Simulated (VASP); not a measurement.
# BaTiO3 (P4mm) in VASP: further runs

The runs below take BaTiO3 through single point, with PBE+D3(BJ), PBE.

Program: VASP 6.6.1. These are calculated values, not measurements. Logs are shortened: lines on timing, memory, paths and dates and some standing lists are left out, and cuts for length are marked.

## (1) The cell of the first run

The structure is tetragonal, space group P4mm (No. 99). The conventional cell has a = 4.052 Å, b = 4.052 Å, c = 4.071 Å, α = 90.00°, β = 90.00°, γ = 90.00°. Ba (site symmetry 4mm) has 12 O at 2.82 to 2.92 Å and 8 Ti at 3.49 to 3.54 Å within 3.7 Å. Ti (site symmetry 4mm) has 6 O at 1.92 to 2.15 Å within 2.5 Å. O (site symmetry 2mm) has 2 Ti at 2.03 Å within 2.7 Å. Within 2.5 Å of O (site symmetry 4mm) lie 2 Ti at 1.92 to 2.15 Å.

## (2) Single point, PBE+D3(BJ)

Contents of INCAR:

```
SYSTEM = BaTiO3
  PREC = Accurate
  ENCUT = 520
  EDIFF = 1E-6
  ISMEAR = -1
  SIGMA = 0.05
  LREAL = .FALSE.
  LASPH = .TRUE.
  NELM = 100
  ALGO = Normal
  ISIF = 2
  LWAVE = .FALSE.
  LCHARG = .TRUE.
  GGA = PE
  IVDW = 12
  LELF = .TRUE.
  LVHAR = .TRUE.
  NBANDS = 28
```

Contents of KPOINTS:

```
Automatic mesh
0
G
  7 7 7
  0 0 0
```

Contents of POSCAR:

```
BaTiO3
1.0
    4.0524349834      0.0000000000      0.0000000000
    0.0000000000      4.0524349834      0.0000000000
    0.0000000000      0.0000000000      4.0708744845
Ba Ti O
1 1 3
Direct
    0.0000000000      0.0000000000      0.0000000000
    0.5000000000      0.5000000000      0.4900000000
    0.0000000000      0.5000000000      0.5170000000
    0.5000000000      0.0000000000      0.5170000000
    0.5000000000      0.5000000000      0.0190000000
```

Potentials or basis: VASP PAW PBE potentials, release 64 (Ba_sv, Ti_sv, O).

Launch:

```
cat potpaw_PBE.64/Ba_sv/POTCAR potpaw_PBE.64/Ti_sv/POTCAR potpaw_PBE.64/O/POTCAR > POTCAR
mpirun -np 1 vasp_std > vasp.out
```

OUTCAR:

```text
SYSTEM = BaTiO3
   PREC = Accurate
   ENCUT = 520
   EDIFF = 1E-6
   ISMEAR = -1
   LREAL = .FALSE.
   LASPH = .TRUE.
   NELM = 100
   ISIF = 2
   GGA = PE
   IVDW = 12
 IVDW          = 12

 ion  position               nearest neighbor table
   1  0.000  0.000  0.000-   3 2.82   4 2.82   3 2.82   4 2.82   5 2.87   5 2.87   5 2.87   5 2.87
                             4 2.92   3 2.92   4 2.92   3 2.92   2 3.49   2 3.49   2 3.49   2 3.49
   2  0.500  0.500  0.490-   5 1.92   4 2.03   3 2.03   4 2.03   3 2.03   5 2.15   1 3.49   1 3.49
                             1 3.49   1 3.49   1 3.54   1 3.54   1 3.54   1 3.54
   3  0.000  0.500  0.517-   2 2.03   2 2.03   1 2.82   1 2.82   1 2.92   1 2.92
   4  0.500  0.000  0.517-   2 2.03   2 2.03   1 2.82   1 2.82   1 2.92   1 2.92
   5  0.500  0.500  0.019-   2 1.92   2 2.15   1 2.87   1 2.87   1 2.87   1 2.87

  LATTYP: Found a simple tetragonal cell.
 ALAT       =     4.0524349834
 C/A-ratio  =     1.0045502275

  Lattice vectors:

 A1 = (   4.0524349834,   0.0000000000,   0.0000000000)
 A2 = (   0.0000000000,   4.0524349834,   0.0000000000)
 A3 = (   0.0000000000,   0.0000000000,   4.0708744845)

Analysis of symmetry for initial positions (statically):
=====================================================================
 Subroutine PRICEL returns:
 Original cell was already a primitive cell.

 Routine SETGRP: Setting up the symmetry group for a
 simple tetragonal supercell.

 Subroutine GETGRP returns: Found  8 space group operations
 (whereof  8 operations were pure point group operations)
 out of a pool of 16 trial point group operations.

The static configuration has the point symmetry C_4v.

Analysis of symmetry for dynamics (positions and initial velocities):
=====================================================================
 Subroutine PRICEL returns:
 Original cell was already a primitive cell.

 Routine SETGRP: Setting up the symmetry group for a
 simple tetragonal supercell.

 Subroutine GETGRP returns: Found  8 space group operations
 (whereof  8 operations were pure point group operations)
 out of a pool of 16 trial point group operations.

The dynamic configuration has the point symmetry C_4v.

 Subroutine INISYM returns: Found  8 space group operations
 (whereof  8 operations are pure point group operations),
 and found     1 'primitive' translations

----------------------------------------------------------------------------------------

                                     Primitive cell

  volume of cell :      66.8528

  direct lattice vectors                    reciprocal lattice vectors
     4.052434983  0.000000000  0.000000000     0.246765217  0.000000000  0.000000000
     0.000000000  4.052434983  0.000000000     0.000000000  0.246765217  0.000000000
     0.000000000  0.000000000  4.070874485     0.000000000  0.000000000  0.245647466

  length of vectors
     4.052434983  4.052434983  4.070874485     0.246765217  0.246765217  0.245647466

  position of ions in fractional coordinates (direct lattice)
     0.000000000  0.000000000  0.000000000
     0.500000000  0.500000000  0.490000000
     0.000000000  0.500000000  0.517000000
     0.500000000  0.000000000  0.517000000
     0.500000000  0.500000000  0.019000000

  ion indices of the primitive-cell ions
   primitive index   ion index
                 1           1
                 2           2
                 3           3
                 4           4
                 5           5

----------------------------------------------------------------------------------------

 KPOINTS: Automatic mesh

Automatic generation of k-mesh.
 Grid dimensions read from file:
 generate k-points for:    7    7    7

 Generating k-lattice:

  Cartesian coordinates                     Fractional coordinates (reciprocal lattice)
     0.035252174  0.000000000  0.000000000     0.142857143  0.000000000  0.000000000
     0.000000000  0.035252174  0.000000000     0.000000000  0.142857143  0.000000000
     0.000000000  0.000000000  0.035092495     0.000000000  0.000000000  0.142857143

  Length of vectors
     0.035252174  0.035252174  0.035092495

  Shift w.r.t. Gamma in fractional coordinates (k-lattice)
     0.000000000  0.000000000  0.000000000

 Subroutine IBZKPT returns following result:
 ===========================================

 Found     40 irreducible k-points:

 Following reciprocal coordinates:
            Coordinates               Weight
  0.000000  0.000000  0.000000      1.000000
  0.142857  0.000000  0.000000      4.000000
  0.285714  0.000000  0.000000      4.000000
  0.428571  0.000000  0.000000      4.000000
  0.142857  0.142857  0.000000      4.000000
  0.285714  0.142857  0.000000      8.000000
[... 16 lines left out ...]
  0.285714  0.000000  0.285714      8.000000
  0.428571  0.000000  0.285714      8.000000
 [... further k-points ...]
   k-points           NKPTS =     40   k-points in BZ     NKDIM =     40   number of bands    NBANDS=     28
   number of dos      NEDOS =    301   number of ions     NIONS =      5
   total plane-waves  NPLWV =  27000
   dimension x,y,z NGX =    30 NGY =   30 NGZ =   30
   dimension x,y,z NGXF=    60 NGYF=   60 NGZF=   60
   ions per type =               1   1   3
   NGX,Y,Z   is equivalent  to a cutoff of  12.31, 12.31, 12.25 a.u.
   NGXF,Y,Z  is equivalent  to a cutoff of  24.61, 24.61, 24.50 a.u.
 SYSTEM =  BaTiO3
   PREC   = accura    normal or accurate (medium, high low for compatibility)
   ISTART =      0    job   : 0-new  1-cont  2-samecut
   ICHARG =      2    charge: 1-file 2-atom 10-const
   ISPIN  =      1    spin polarized calculation?
   LNONCOLLINEAR =      F non collinear calculations
   LSORBIT =      F    spin-orbit coupling
   LASPH  =      T    aspherical Exc in radial PAW
   ENCUT  =  520.0 eV  38.22 Ry    6.18 a.u.   7.53  7.53  7.57*2*pi/ulx,y,z
   NELM   =    100;   NELMIN=  2; NELMDL= -5     # of ELM steps
   EDIFF  = 0.1E-05   stopping-criterion for ELM
   LREAL  =      F    real-space projection
   EDIFFG = 0.1E-04   stopping-criterion for IOM
   NSW    =      0    number of steps for IOM
   IBRION =     -1    ionic relax: 0-MD 1-quasi-New 2-CG
   NFREE  =      0    steps in history (QN), initial steepest desc. (CG)
   ISIF   =      2    stress and relaxation
   ISYM   =      2    0-nonsym 1-usesym 2-fastsym
   POTIM  = 0.5000    time-step for ionic-motion
   TEBEG  =    0.0;   TEEND  =   0.0 temperature during run
   PSTRESS=    0.0 pullay stress
   NELECT =      40.0000    total number of electrons
   NUPDOWN=      -1.0000    fix difference up-down
   EMIN   =  10.00;   EMAX   =-10.00  energy-range for DOS
   EFERMI =   0.00;   METHOD = LEGACY
   ISMEAR =    -1;   SIGMA  =   0.05  broadening in eV -4-tet -1-fermi 0-gaus
   EFERMI_NEDOS =   21; number of points for ismear=-14 and -15
   IALGO  =     38    algorithm
   IMIX   =      4    mixing-type and parameters
     AMIX     =   0.40;   BMIX     =  1.00
     AMIX_MAG =   1.60;   BMIX_MAG =  1.00
  volume/ion in A,a.u.               =      13.37        90.23
  Fermi-wavevector in a.u.,A,eV,Ry     =   1.379500  2.606876 25.892144  1.903019
  Thomas-Fermi vector in A             =   2.504463
   LORBIT       =      0    0 simple, 1 ext, 2 COOP (PROOUT), +10 PAW based schemes
   GGA     = PE    functional components
   LHFCALC =     F    Hartree Fock is set to
   AEXX    =    0.0000 exact exchange contribution
   IVDW    =    12    specifies the selected vdW correction
   LEPSILON=     F    determine dielectric tensor
   LRPA    =     F    only Hartree local field effects (RPA)
 non-spin polarized calculation
  energy-cutoff  :      520.00
  volume of cell :       66.85
 maximum number of plane-waves:      1823
 NGX is ok and might be reduce to    30
   NGX = 15   NGY = 15   NGZ = 15

 number of electron      39.9999981 magnetization

 Free energy of the ion-electron system (eV)
  ---------------------------------------------------
  ext. energy  EPLUGINS =         0.00000000
  ---------------------------------------------------
  free energy    TOTEN  =       -39.99914807 eV

  energy without entropy =      -39.99914807  energy(sigma->0) =      -39.99914807

 E-fermi :   4.4069     XC(G=0): -11.0367

 val. band max:        3.4597550387   @ k =   0.4286   0.4286   0.4286
 cond. band min:       5.2423086357   @ k =   0.0000   0.0000   0.0000
 fundamental gap:      1.7825535970
 Fermi energy:         4.4068756177

 k-point     1 :       0.0000    0.0000    0.0000
  band No.  band energies     occupation
      1     -53.2134      2.00000
      2     -29.4307      2.00000
      3     -29.4052      2.00000
      4     -29.4052      2.00000
      5     -21.4067      2.00000
      6     -13.2804      2.00000
[... 20 lines left out ...]
     27       8.5518      0.00000
     28      10.4295      0.00000

 k-point     2 :       0.1429    0.0000    0.0000
  band No.  band energies     occupation
      1     -53.2133      2.00000
      2     -29.4304      2.00000
      3     -29.4133      2.00000
      4     -29.4049      2.00000
      5     -21.3889      2.00000
      6     -13.2882      2.00000
[... 20 lines left out ...]
     27       8.9117      0.00000
     28      10.9041      0.00000

 k-point     3 :       0.2857    0.0000    0.0000
  band No.  band energies     occupation
      1     -53.2129      2.00000
      2     -29.4316      2.00000
      3     -29.4296      2.00000
      4     -29.4042      2.00000
      5     -21.3484      2.00000
      6     -13.3547      2.00000
[... 20 lines left out ...]
     27       9.8285      0.00000
     28      11.6634      0.00000

 k-point     4 :       0.4286    0.0000    0.0000
  band No.  band energies     occupation
      1     -53.2127      2.00000
      2     -29.4460      2.00000
      3     -29.4292      2.00000
      4     -29.4037      2.00000
      5     -21.3153      2.00000
      6     -13.4389      2.00000
[... 20 lines left out ...]
     27      10.7332      0.00000
     28      11.5708      0.00000

 k-point     5 :       0.1429    0.1429    0.0000
  band No.  band energies     occupation
      1     -53.2131      2.00000
      2     -29.4301      2.00000
      3     -29.4131      2.00000
      4     -29.4128      2.00000
      5     -21.3722      2.00000
      6     -13.2778      2.00000
[... 20 lines left out ...]
     27       9.2382      0.00000
     28      11.1766      0.00000

 k-point     6 :       0.2857    0.1429    0.0000
  band No.  band energies     occupation
      1     -53.2128      2.00000
      2     -29.4312      2.00000
      3     -29.4293      2.00000
      4     -29.4122      2.00000
      5     -21.3341      2.00000
      6     -13.3026      2.00000
[... 463 lines left out ...]
      5     -21.3506      2.00000
      6     -13.3239      2.00000
[... 20 lines left out ...]
     27       9.8395      0.00000
     28      11.6589      0.00000

 k-point    22 :       0.1429    0.0000    0.2857
  band No.  band energies     occupation
      1     -53.2128      2.00000
      2     -29.4556      2.00000
      3     -29.4122      2.00000
      4     -29.4040      2.00000
      5     -21.3362      2.00000
      6     -13.2695      2.00000
[... 20 lines left out ...]
     27      10.1965      0.00000
     28      11.9032      0.00000

 k-point    23 :       0.2857    0.0000    0.2857
  band No.  band energies     occupation
      1     -53.2125      2.00000
      2     -29.4546      2.00000
      3     -29.4301      2.00000
      4     -29.4033      2.00000
      5     -21.3037      2.00000
      6     -13.1760      2.00000
[... 20 lines left out ...]
     27      11.1494      0.00000
     28      11.8034      0.00000

 k-point    24 :       0.4286    0.0000    0.2857
  band No.  band energies     occupation
      1     -53.2122      2.00000
      2     -29.4538      2.00000
      3     -29.4444      2.00000
      4     -29.4028      2.00000
      5     -21.2772      2.00000
      6     -13.1488      2.00000
[... 20 lines left out ...]
     27      11.6847      0.00000
     28      12.1501      0.00000

 [... further k-points ...]

------------------------ aborting loop because EDIFF is reached ----------------------------------------

 Edisp (eV)   -1.26943

 E8    (eV) :    -0.5773

  FORCE on cell =-STRESS in cart. coord.  units (eV):
  Direction    XX          YY          ZZ          XY          YZ          ZX
  --------------------------------------------------------------------------------------
  -------------------------------------------------------------------------------------
  Total      -2.33287    -2.33287    -2.00352     0.00000    -0.00000     0.00000
  in kB     -55.90900   -55.90900   -48.01595     0.00000    -0.00000     0.00000
  external pressure =      -53.28 kB  Pullay stress =        0.00 kB

 VOLUME and BASIS-vectors are now :
 -----------------------------------------------------------------------------
  energy-cutoff  :      520.00
  volume of cell :       66.85
      direct lattice vectors                 reciprocal lattice vectors
     4.052434983  0.000000000  0.000000000     0.246765217  0.000000000  0.000000000
     0.000000000  4.052434983  0.000000000     0.000000000  0.246765217  0.000000000
     0.000000000  0.000000000  4.070874485     0.000000000  0.000000000  0.245647466

 POSITION                                       TOTAL-FORCE (eV/Angst)
 -----------------------------------------------------------------------------------
      0.00000      0.00000      0.00000        -0.000000      0.000000      0.039056
      2.02622      2.02622      1.99473         0.000000     -0.000000     -0.294858
      0.00000      2.02622      2.10464        -0.000000      0.000000     -0.125081
      2.02622      0.00000      2.10464         0.000000      0.000000     -0.125081
      2.02622      2.02622      0.07735         0.000000     -0.000000      0.505964
 -----------------------------------------------------------------------------------
    total drift:                                0.000000      0.000000      0.000160

  FREE ENERGIE OF THE ION-ELECTRON SYSTEM (eV)
  ---------------------------------------------------
  free  energy   TOTEN  =       -41.2685771076 eV

  energy  without entropy=      -41.2685771059  energy(sigma->0) =      -41.26857711
```

It took 35 s on 1 thread of Intel Xeon 6975P-C (Granite Rapids), shared host; peak memory 0.23 GiB.

Results:

| Property | Result |
| --- | --- |
| Free energy | -41.2686 eV |
| Pressure | -5.3 GPa |
| Largest force | 0.506 eV/Å |
| Band gap on the k mesh | 1.78 eV, indirect (least direct gap 2.01 eV) |
| Dispersion energy per atom | -0.254 eV |

Forces in eV/Å, atoms in the order of the input:
```
Ba   0.000  0.000  0.039
Ti   0.000  0.000 -0.295
O    0.000  0.000 -0.125
O    0.000  0.000 -0.125
O    0.000  0.000  0.506
```

Stress tensor (GPa, compression positive):
```
-5.59  0.00  0.00
 0.00 -5.59  0.00
 0.00  0.00 -4.80
```

Levels at points of the mesh, in eV from the valence-band top:
| k point | band 17 | band 18 | band 19 | band 20 | band 21 | band 22 | band 23 | band 24 |
| --- | --- | --- | --- | --- | --- | --- | --- | --- |
| (0.00, 0.00, 0.00) | -0.98 | -0.25 | -0.22 | -0.22 | 1.78 | 1.99 | 1.99 | 3.79 |

Caveat: spin-orbit coupling is left out, which moves the levels of the heavy elements. PBE gaps usually lie below the measured ones, often by a third to a half.

[end of part 1 of 2]
